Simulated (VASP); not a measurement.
CaO, 2 atoms in the cell. The structure is cubic, space group Pm-3m (No. 221). The conventional cell has a = 2.874 Å, b = 2.874 Å, c = 2.874 Å, α = 90.00°, β = 90.00°, γ = 90.00°. Ca (site symmetry m-3m) has 8 O at 2.49 Å and 6 Ca at 2.87 Å within 3.3 Å. O (site symmetry m-3m) has 8 Ca at 2.49 Å and 6 O at 2.87 Å within 3.3 Å.  This cell differs from its parent crystal: volume changed by -6%.

| Property | Result |
| --- | --- |
| Program | VASP 6.6.1 |
| Task | single point |
| Functional | PBE |
| Potentials or basis | VASP PAW PBE potentials, release 64 (Ca_sv, O) |
| Cutoff | 520 eV |
| k mesh | 8 × 8 × 8 |
| Occupations | gaussian, width 0.01 eV |
| Spin | no spin polarisation |
| Dipole correction | no |
| Further INCAR settings | ALGO = Normal; EDIFF = 1e-07; NBANDS = 15 |

Potentials or basis: VASP PAW PBE potentials, release 64 (Ca_sv, O).

Launch:

```bash
$ cat potpaw_PBE.64/Ca_sv/POTCAR potpaw_PBE.64/O/POTCAR > POTCAR
$ mpirun -np 1 vasp_std > vasp.out
```

Hardware: 1 thread of Intel Xeon 6975P-C, on a shared host.

How long does it take, and how much memory?

It took 9.8 s on 1 thread of Intel Xeon 6975P-C, on a shared host, peak memory 0.14 GiB. Counts: scf iterations 13, k points 35.
